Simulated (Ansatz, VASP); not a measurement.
One calculation of Hf, two programs

File INCAR:

```
SYSTEM = Hf
ALGO = Normal
EDIFF = 1E-7
ENCUT = 520
GGA = PE
ISIF = 2
ISMEAR = -1
LASPH = .TRUE.
LCHARG = .FALSE.
LREAL = .FALSE.
LWAVE = .FALSE.
NBANDS = 11
NELM = 60
PREC = Accurate
SIGMA = 0.08
```

The input KPOINTS:

```
k-points
0
G
  16 16 16
  0 0 0
```

POSCAR

```
Hf
1.0
   -1.8101717303      1.8101717303      1.7026548810
    1.8101717303     -1.8101717303      1.7026548810
    1.8101717303      1.8101717303     -1.7026548810
Hf
1
Direct
    0.0000000000      0.0000000000      0.0000000000
```

Input for Ansatz:

```yaml
crystal:
  lattice:
    - [-1.8101717303, 1.8101717303, 1.702654881]
    - [1.8101717303, -1.8101717303, 1.702654881]
    - [1.8101717303, 1.8101717303, -1.702654881]
  atoms:
    - { symbol: Hf, position: [0.0, 0.0, 0.0] }
kpoints:
  mp_grid: { grid: [16, 16, 16] }
scf:
  occupations: { method: fermi_dirac, width: 0.08 }
hamiltonian:
  xc: pbe
  pseudopotentials: { kind: all_electron, lapw: { basis_error: 0.0005 } }
output:
  forces: true
  stress: true
  eigenvalues: true
```

Change from the starting cell: z stretched by -4 % at fixed volume.

Alike in both runs: task single point; functional PBE; k mesh 16 × 16 × 16; occupations fermi-dirac, width 0.08 eV; no spin polarisation.

```csv
,VASP,Ansatz
version,VASP 6.6.1,Ansatz 0.2.0
potentials or method,"VASP PAW PBE potentials, release 64 (Hf_pv), cutoff 520 eV","all-electron LAPW, scalar-relativistic"
```

VASP gave:

- pressure (GPa): -0.2
- traceless stress, the component that is largest in VASP (GPa): -2.13

Task: Estimate Ansatz's values.

Result: Pressure (GPa): 0.2; traceless stress, the component that is largest in VASP (GPa): -2.07.

Ansatz ran all-electron here, and VASP with PAW potentials.

Neither program's run includes spin-orbit coupling.
